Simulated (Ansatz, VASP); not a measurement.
## Two plane-wave programs on Nb

File INCAR:

```
SYSTEM = Nb
PREC = Accurate
ENCUT = 520
EDIFF = 1E-6
ISMEAR = -1
SIGMA = 0.05
LREAL = .False.
LASPH = .True.
NELM = 60
ALGO = Fast
ISIF = 2
LWAVE = .False.
LCHARG = .False.
GGA = CA
NBANDS = 12
```

KPOINTS

```
Automatic mesh
0
Gamma
  11 11 11
  0 0 0
```

File POSCAR:

```
Nb
1.0
    0.0000000000      2.1564811194      2.1564811194
    2.1564811194      0.0000000000      2.1564811194
    2.1564811194      2.1564811194      0.0000000000
Nb
1
Direct
    0.0000000000      0.0000000000      0.0000000000
```

input.yaml

```yaml
crystal:
  lattice:
    - [0.0, 2.1564811194, 2.1564811194]
    - [2.1564811194, 0.0, 2.1564811194]
    - [2.1564811194, 2.1564811194, 0.0]
  atoms:
    - { symbol: Nb, position: [0.0, 0.0, 0.0] }
hamiltonian:
  xc: lda
  pseudopotentials: { kind: paw }
kpoints:
  mp_grid: { grid: [11, 11, 11] }
scf:
  occupations: { method: fermi_dirac, width: 0.05 }
output:
  forces: true
  stress: true
  eigenvalues: true
```

Alike in both runs: task single point; functional LDA; k mesh 11 × 11 × 11; occupations fermi-dirac, width 0.05 eV; no spin polarisation.

```csv
,VASP,Ansatz
version,VASP 6.6.1,Ansatz 0.2.0
potentials or method,"VASP PAW LDA potentials, release 64 (Nb_sv)",Ansatz PAW
plane-wave cutoff (eV),520,420
valence electrons in the cell,13,13
```

|  | VASP | Ansatz | Ansatz less VASP |
| --- | --- | --- | --- |
| gap on the k mesh at the Fermi level (eV) | none | none | - |
| pressure (GPa) | -18.4 | -18.3 | +0.13 |

LDA's correlation is that of Perdew and Zunger in VASP and of Perdew and Wang (1992) in Ansatz. A gap of «none» marks a metal or a gap that the smearing closes.
